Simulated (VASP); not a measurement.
Write the native input for VASP 6.6.1 that does the following.

| Item | Value |
| --- | --- |
| Task | single point |
| Functional | PBE |
| Potentials or basis | VASP PAW PBE potentials, release 64 (Sr_sv, Cl) |
| Cutoff | 520 eV |
| k mesh | 6 × 6 × 6 |
| Occupations | gaussian, width 0.05 eV |
| Spin | no spin polarisation |
| Dipole correction | no |
| Further INCAR settings | ALGO = Normal; EDIFF = 1e-06; NBANDS = 19 |

The structure of SrCl2 lies in POSCAR:

```
SrCl2
1.0
    0.0000000000      3.6795279976      3.1275987980
    3.6795279976      0.0000000000      3.1275987980
    3.6795279976      3.6795279976      0.0000000000
Sr Cl
1 2
Direct
    0.0000000000      0.0000000000      0.0000000000
    0.2500000000      0.2500000000      0.2500000000
    0.7500000000      0.7500000000      0.7500000000
```

This cell differs from its parent crystal: ratio of the length along z to the lengths across it x 0.85, volume and fractional coordinates fixed.

These files were run (other wordings do the same):

INCAR

```
PREC     = Accurate       # precision mode
ENCUT    = 520            # plane-wave cutoff, eV
EDIFF    = 1E-6           # SCF threshold, eV
ISMEAR   = 0              # smearing method
SIGMA    = 0.05           # smearing width, eV
LREAL    = False          # projectors in reciprocal space
LASPH    = True           # aspherical terms in the spheres
NELM     = 80             # most SCF steps
ALGO     = Normal         # electronic algorithm
ISIF     = 2              # what is computed and relaxed
LWAVE    = False          # write WAVECAR
LCHARG   = False          # write CHGCAR
GGA      = PE             # functional
NBANDS   = 19             # bands
```

KPOINTS

```
Automatic mesh
0
Gamma
  6 6 6
```

Potentials or basis: VASP PAW PBE potentials, release 64 (Sr_sv, Cl).

Run with:

```console
$ cat potpaw_PBE.64/Sr_sv/POTCAR potpaw_PBE.64/Cl/POTCAR > POTCAR
$ mpirun -np 1 vasp_std > vasp.out
```

Results of the run:

- Pressure: 1.5 GPa
- Band gap on the k mesh: 4.04 eV, indirect (least direct gap 4.23 eV)

It took 31 s on 1 thread of AMD EPYC 9R14 (Zen 4), with other jobs on the host, peak memory 0.2 GiB.
